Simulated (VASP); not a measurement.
# ZnS (zinc blende type) (F-43m) in VASP: notebook

The runs below take ZnS (zinc blende type) through single point, with HSE06.

All numbers are computed with VASP 6.6.1; they aren't measurements. Logs are shortened: lines on timing, memory, paths and dates and some standing lists are left out, and cuts for length are marked.

## Step 1: The cell of the first run

Symmetry: F-43m, No. 216, cubic system. Conventional cell: a = 5.450 Å, b = 5.450 Å, c = 5.450 Å, α = 90.00°, β = 90.00°, γ = 90.00°. Zn (site symmetry -43m) has 4 S at 2.36 Å within 3.1 Å. Within 3.1 Å of S (site symmetry -43m) lie 4 Zn at 2.36 Å.

## Step 2: Single point, HSE06

Input file POSCAR:

```
ZnS
1.0
    0.0000000000      2.7250000000      2.7250000000
    2.7250000000      0.0000000000      2.7250000000
    2.7250000000      2.7250000000      0.0000000000
Zn S
1 1
Direct
    0.0000000000      0.0000000000      0.0000000000
    0.2500000000      0.2500000000      0.2500000000
```

Input file INCAR.step1:

```
  PREC = Accurate
  ENCUT = 520
  EDIFF = 1E-5
  ISMEAR = -1
  SIGMA = 0.02
  LREAL = False
  LASPH = True
  NELM = 80
  ALGO = Normal
  ISIF = 2
  LWAVE = True
  LCHARG = False
  GGA = PE
  NBANDS = 16
```

Input file INCAR.step2:

```
  PREC = Accurate
  ENCUT = 520
  EDIFF = 1E-6
  ISMEAR = -1
  SIGMA = 0.02
  LREAL = False
  LASPH = True
  NELM = 80
  ALGO = Normal
  ISIF = 2
  LWAVE = False
  LCHARG = False
  GGA = PE
  LHFCALC = True
  HFSCREEN = 0.2079
  PRECFOCK = Normal
  ISTART = 1
  NBANDS = 16
```

Input file KPOINTS:

```
Automatic mesh
0
Gamma
  6 6 6
```

Potentials or basis: VASP PAW PBE potentials, release 64 (Zn, S).

Launch:

```
cat potpaw_PBE.64/Zn/POTCAR potpaw_PBE.64/S/POTCAR > POTCAR
cp INCAR.step1 INCAR
mpirun -np 1 vasp_std > vasp.out
cp INCAR.step2 INCAR
mpirun -np 1 vasp_std > vasp.out
```

OUTCAR:

```text
PREC = Accurate
   ENCUT = 520
   EDIFF = 1E-6
   ISMEAR = -1
   LREAL = False
   LASPH = True
   NELM = 80
   ISIF = 2
   GGA = PE
   LHFCALC = True
   HFSCREEN = 0.2079
   PRECFOCK = Normal
   ISTART = 1

 ion  position               nearest neighbor table
   1  0.000  0.000  0.000-   2 2.36   2 2.36   2 2.36   2 2.36
   2  0.250  0.250  0.250-   1 2.36   1 2.36   1 2.36   1 2.36

  LATTYP: Found a face centered cubic cell.
 ALAT       =     5.4500000000

  Lattice vectors:

 A1 = (   0.0000000000,   2.7250000000,   2.7250000000)
 A2 = (   2.7250000000,   0.0000000000,   2.7250000000)
 A3 = (   2.7250000000,   2.7250000000,   0.0000000000)

Analysis of symmetry for initial positions (statically):
=====================================================================
 Subroutine PRICEL returns:
 Original cell was already a primitive cell.

 Routine SETGRP: Setting up the symmetry group for a
 face centered cubic supercell.

 Subroutine GETGRP returns: Found 24 space group operations
 (whereof 24 operations were pure point group operations)
 out of a pool of 48 trial point group operations.

The static configuration has the point symmetry T_d .

Analysis of symmetry for dynamics (positions and initial velocities):
=====================================================================
 Subroutine PRICEL returns:
 Original cell was already a primitive cell.

 Routine SETGRP: Setting up the symmetry group for a
 face centered cubic supercell.

 Subroutine GETGRP returns: Found 24 space group operations
 (whereof 24 operations were pure point group operations)
 out of a pool of 48 trial point group operations.

The dynamic configuration has the point symmetry T_d .

 Subroutine INISYM returns: Found 24 space group operations
 (whereof 24 operations are pure point group operations),
 and found     1 'primitive' translations

----------------------------------------------------------------------------------------

                                     Primitive cell

  volume of cell :      40.4697

  direct lattice vectors                    reciprocal lattice vectors
     0.000000000  2.725000000  2.725000000    -0.183486239  0.183486239  0.183486239
     2.725000000  0.000000000  2.725000000     0.183486239 -0.183486239  0.183486239
     2.725000000  2.725000000  0.000000000     0.183486239  0.183486239 -0.183486239

  length of vectors
     3.853731957  3.853731957  3.853731957     0.317807488  0.317807488  0.317807488

  position of ions in fractional coordinates (direct lattice)
     0.000000000  0.000000000  0.000000000
     0.250000000  0.250000000  0.250000000

  ion indices of the primitive-cell ions
   primitive index   ion index
                 1           1
                 2           2

----------------------------------------------------------------------------------------

 KPOINTS: Automatic mesh

Automatic generation of k-mesh.
 Grid dimensions read from file:
 generate k-points for:    6    6    6

 Generating k-lattice:

  Cartesian coordinates                     Fractional coordinates (reciprocal lattice)
    -0.030581040  0.030581040  0.030581040     0.166666667  0.000000000  0.000000000
     0.030581040 -0.030581040  0.030581040     0.000000000  0.166666667  0.000000000
     0.030581040  0.030581040 -0.030581040     0.000000000  0.000000000  0.166666667

  Length of vectors
     0.052967915  0.052967915  0.052967915

  Shift w.r.t. Gamma in fractional coordinates (k-lattice)
     0.000000000  0.000000000  0.000000000

 Subroutine IBZKPT returns following result:
 ===========================================

 Found     16 irreducible k-points:

 Following reciprocal coordinates:
            Coordinates               Weight
  0.000000  0.000000  0.000000      1.000000
  0.166667  0.000000  0.000000      8.000000
  0.333333  0.000000  0.000000      8.000000
  0.500000  0.000000  0.000000      4.000000
  0.166667  0.166667  0.000000      6.000000
  0.333333  0.166667  0.000000     24.000000
[... 8 lines left out ...]
 -0.333333  0.333333  0.166667     24.000000
 -0.333333  0.500000  0.166667     12.000000
   k-points           NKPTS =     16   k-points in BZ     NKDIM =    216   number of bands    NBANDS=     16
   number of dos      NEDOS =    301   number of ions     NIONS =      2
   total plane-waves  NPLWV =  27000
   dimension x,y,z NGX =    30 NGY =   30 NGZ =   30
   dimension x,y,z NGXF=    60 NGYF=   60 NGZF=   60
   ions per type =               1   1
   NGX,Y,Z   is equivalent  to a cutoff of  12.94, 12.94, 12.94 a.u.
   NGXF,Y,Z  is equivalent  to a cutoff of  25.88, 25.88, 25.88 a.u.
 SYSTEM =  unknown system
   PREC   = accura    normal or accurate (medium, high low for compatibility)
   ISTART =      1    job   : 0-new  1-cont  2-samecut
   ICHARG =      0    charge: 1-file 2-atom 10-const
   ISPIN  =      1    spin polarized calculation?
   LNONCOLLINEAR =      F non collinear calculations
   LSORBIT =      F    spin-orbit coupling
   LASPH  =      T    aspherical Exc in radial PAW
   ENCUT  =  520.0 eV  38.22 Ry    6.18 a.u.   7.17  7.17  7.17*2*pi/ulx,y,z
   NELM   =     80;   NELMIN=  2; NELMDL=  0     # of ELM steps
   EDIFF  = 0.1E-05   stopping-criterion for ELM
   LREAL  =      F    real-space projection
   EDIFFG = 0.1E-04   stopping-criterion for IOM
   NSW    =      0    number of steps for IOM
   IBRION =     -1    ionic relax: 0-MD 1-quasi-New 2-CG
   NFREE  =      0    steps in history (QN), initial steepest desc. (CG)
   ISIF   =      2    stress and relaxation
   ISYM   =      3    0-nonsym 1-usesym 2-fastsym
   POTIM  = 0.5000    time-step for ionic-motion
   TEBEG  =    0.0;   TEEND  =   0.0 temperature during run
   PSTRESS=    0.0 pullay stress
   NELECT =      18.0000    total number of electrons
   NUPDOWN=      -1.0000    fix difference up-down
   EMIN   =  10.00;   EMAX   =-10.00  energy-range for DOS
   EFERMI =   0.00;   METHOD = LEGACY
   ISMEAR =    -1;   SIGMA  =   0.02  broadening in eV -4-tet -1-fermi 0-gaus
   EFERMI_NEDOS =   21; number of points for ismear=-14 and -15
   IALGO  =     38    algorithm
   IMIX   =      1    mixing-type and parameters
     AMIX     =   0.40;   BMIX     =  1.00
     AMIX_MAG =   1.60;   BMIX_MAG =  1.00
  volume/ion in A,a.u.               =      20.23       136.55
  Fermi-wavevector in a.u.,A,eV,Ry     =   1.249652  2.361500 21.247275  1.561631
  Thomas-Fermi vector in A             =   2.383683
   LORBIT       =      0    0 simple, 1 ext, 2 COOP (PROOUT), +10 PAW based schemes
   GGA     = PE    functional components
   LHFCALC =     T    Hartree Fock is set to
   PRECFOCK=normal    Normal, Fast or Accurate (Low or Medium for compatibility)
   ENCUT4O =  -1.0   cutoff for four orbital integrals eV
   NKREDX  =     1    reduce k-point grid by
   NKREDY  =     1    reduce k-point grid by
   NKREDZ  =     1    reduce k-point grid by
   AEXX    =    0.2500 exact exchange contribution
   HFSCREEN=    0.2079 screening length (either q_TF or 0.3 A-1)
   HFSCREENC=   0.2079 screening length for correlation (either q_TF or 0.3 A-1)
   ENCUTFOCK=  -1.0 apply spherical cutoff to Coloumb kernel
   IVDW    =     0    specifies the selected vdW correction
   LEPSILON=     F    determine dielectric tensor
   LRPA    =     F    only Hartree local field effects (RPA)
 non-spin polarized calculation
  energy-cutoff  :      520.00
  volume of cell :       40.47
 maximum number of plane-waves:      1113
 NGX is ok and might be reduce to    30
  NGX = 24; NGY = 24; NGZ = 24

 number of electron      18.0000007 magnetization

 Free energy of the ion-electron system (eV)
  ---------------------------------------------------
  ext. energy  EPLUGINS =         0.00000000
  ---------------------------------------------------
  free energy    TOTEN  =        -8.37226294 eV

  energy without entropy =       -8.37226294  energy(sigma->0) =       -8.37226294

 E-fermi :   1.6435     XC(G=0):  -7.8786

 val. band max:        1.1556434101   @ k =   0.0000   0.0000   0.0000
 cond. band min:       4.3593815449   @ k =   0.0000   0.0000   0.0000
 fundamental gap:      3.2037381347
 Fermi energy:         1.6435039003

 k-point     1 :       0.0000    0.0000    0.0000
  band No.  band energies     occupation
      1     -12.9852      2.00000
      2      -6.6104      2.00000
      3      -6.6104      2.00000
      4      -6.6104      2.00000
      5      -6.1937      2.00000
      6      -6.1937      2.00000
[... 8 lines left out ...]
     15      14.3043      0.00000
     16      14.3798      0.00000

 k-point     2 :       0.1667    0.0000    0.0000
  band No.  band energies     occupation
      1     -12.7769      2.00000
      2      -6.5794      2.00000
      3      -6.5794      2.00000
      4      -6.5698      2.00000
      5      -6.1953      2.00000
      6      -6.1953      2.00000
[... 8 lines left out ...]
     15      13.4475      0.00000
     16      15.1336      0.00000

 k-point     3 :       0.3333    0.0000    0.0000
  band No.  band energies     occupation
      1     -12.3108      2.00000
      2      -6.5277      2.00000
      3      -6.5276      2.00000
      4      -6.3392      2.00000
      5      -6.1848      2.00000
      6      -6.1848      2.00000
[... 8 lines left out ...]
     15      14.1125      0.00000
     16      14.2581      0.00000

 k-point     4 :       0.5000    0.0000    0.0000
  band No.  band energies     occupation
      1     -12.0463      2.00000
      2      -6.5090      2.00000
      3      -6.5090      2.00000
      4      -6.1705      2.00000
      5      -6.1705      2.00000
      6      -5.9701      2.00000
[... 8 lines left out ...]
     15      16.0777      0.00000
     16      16.0777      0.00000
[... 172 lines left out ...]
 k-point    14 :       0.5000    0.3333    0.1667
  band No.  band energies     occupation
      1     -11.9917      2.00000
      2      -6.4729      2.00000
      3      -6.4501      2.00000
      4      -6.3118      2.00000
      5      -6.1701      2.00000
      6      -6.0667      2.00000
[... 8 lines left out ...]
     15      16.5868      0.00000
     16      17.2690      0.00000

 k-point    15 :      -0.3333    0.3333    0.1667
  band No.  band energies     occupation
      1     -11.8139      2.00000
      2      -6.4629      2.00000
      3      -6.4172      2.00000
      4      -6.2377      2.00000
      5      -6.1904      2.00000
      6      -5.8429      2.00000
[... 8 lines left out ...]
     15      16.3112      0.00000
     16      17.1205      0.00000

 k-point    16 :      -0.3333    0.5000    0.1667
  band No.  band energies     occupation
      1     -11.7321      2.00000
      2      -6.4568      2.00000
      3      -6.3737      2.00000
      4      -6.2762      2.00000
      5      -6.1701      2.00000
      6      -5.8145      2.00000
[... 8 lines left out ...]
     15      16.6487      0.00000
     16      17.4017      0.00000

------------------------ aborting loop because EDIFF is reached ----------------------------------------

  FORCE on cell =-STRESS in cart. coord.  units (eV):
  Direction    XX          YY          ZZ          XY          YZ          ZX
  --------------------------------------------------------------------------------------
  -------------------------------------------------------------------------------------
  Total       -0.2478262     -0.2478262     -0.2478262      0.0000000      0.0000000      0.0000000
  in kB       -9.8113402     -9.8113402     -9.8113402      0.0000000      0.0000000      0.0000000
  external PRESSURE =      -9.8113402 kB  Pullay stress =       0.0000000 kB

 VOLUME and BASIS-vectors are now :
 -----------------------------------------------------------------------------
  energy-cutoff  :      520.00
  volume of cell :       40.47
      direct lattice vectors                 reciprocal lattice vectors
     0.000000000  2.725000000  2.725000000    -0.183486239  0.183486239  0.183486239
     2.725000000  0.000000000  2.725000000     0.183486239 -0.183486239  0.183486239
     2.725000000  2.725000000  0.000000000     0.183486239  0.183486239 -0.183486239

 POSITION                                       TOTAL-FORCE (eV/Angst)
 -----------------------------------------------------------------------------------
      0.00000      0.00000      0.00000         0.000000      0.000000     -0.000000
      1.36250      1.36250      1.36250        -0.000000     -0.000000      0.000000
 -----------------------------------------------------------------------------------
    total drift:                                0.000095      0.000066      0.000047

  FREE ENERGIE OF THE ION-ELECTRON SYSTEM (eV)
  ---------------------------------------------------
  free  energy   TOTEN  =        -8.3722629423 eV

  energy  without entropy=       -8.3722629423  energy(sigma->0) =       -8.37226294
```

It took 62 min on 1 thread of AMD EPYC 7R13 (Zen 3), shared host; peak memory 0.26 GiB.

Results:

* Free energy: -8.3723 eV
* Pressure: -1.0 GPa
* Band gap on the k mesh: 3.20 eV

Levels at points of the mesh, in eV from the valence-band top:
```
           k point  band 6  band 7  band 8  band 9  band 10  band 11  band 12  band 13
(0.00, 0.00, 0.00)   -7.35    0.00    0.00    0.00     3.20     7.69     7.69     7.69
(0.50, 0.00, 0.00)   -7.13   -5.42   -0.88   -0.88     4.48     8.19     8.19    10.11
(0.50, 0.50, 0.00)   -7.09   -4.87   -2.25   -2.25     4.43     5.25    12.35    13.51
```

Caveat: the PAW data sets were made with another functional, which shifts forces and pressure a little.

## Step 3: Single point, HSE06

POSCAR is that of step 2.

Input file INCAR.step1:

```
SYSTEM = ZnS
  ALGO = Normal
  EDIFF = 1E-5
  ENCUT = 400
  GGA = PE
  GGA_COMPAT = .False.
  ISIF = 2
  ISMEAR = -1
  LASPH = .True.
  LCHARG = .False.
  LREAL = .False.
  LWAVE = .True.
  NBANDS = 16
  NELM = 120
  PREC = Accurate
  SIGMA = 0.02
```

Input file INCAR.step2:

```
SYSTEM = ZnS
  ALGO = Normal
  EDIFF = 1E-6
  ENCUT = 400
  GGA = PE
  GGA_COMPAT = .False.
  HFSCREEN = 0.2079
  ISIF = 2
  ISMEAR = -1
  ISTART = 1
  LASPH = .True.
  LCHARG = .False.
  LHFCALC = .True.
  LREAL = .False.
  LWAVE = .False.
  NBANDS = 16
  NELM = 120
  PREC = Accurate
  PRECFOCK = Normal
  SIGMA = 0.02
```

Input file KPOINTS:

```
k-points
0
Gamma
  6 6 6
  0 0 0
```

Potentials or basis: VASP PAW PBE potentials, release 64 (Zn, S).

Launch:

```
cat potpaw_PBE.64/Zn/POTCAR potpaw_PBE.64/S/POTCAR > POTCAR
cp INCAR.step1 INCAR
mpirun -np 1 vasp_std > vasp.out
cp INCAR.step2 INCAR
mpirun -np 1 vasp_std > vasp.out
```

It took 51 min on 1 thread of Intel Xeon 8259CL, shared host; peak memory 0.23 GiB.

It converged, with:

| Property | Result |
| --- | --- |
| Free energy | -8.3689 eV |
| Pressure | -1.3 GPa |
| Band gap on the k mesh | 3.20 eV |

Levels at points of the mesh, in eV from the valence-band top:
```csv
k point,band 5,band 6,band 7,band 8,band 9,band 10,band 11,band 12,band 13,band 14
"(0.00, 0.00, 0.00)",-7.35,-7.35,0.00,0.00,0.00,3.20,7.69,7.69,7.69,13.15
"(0.50, 0.00, 0.00)",-7.32,-7.12,-5.42,-0.88,-0.88,4.48,8.18,8.18,10.11,13.48
"(0.50, 0.50, 0.00)",-7.28,-7.08,-4.87,-2.25,-2.25,4.43,5.25,12.35,13.51,13.51
```

Caveat: the PAW data sets were made with another functional, which shifts forces and pressure a little.

(Continued in part 2 of 2.)
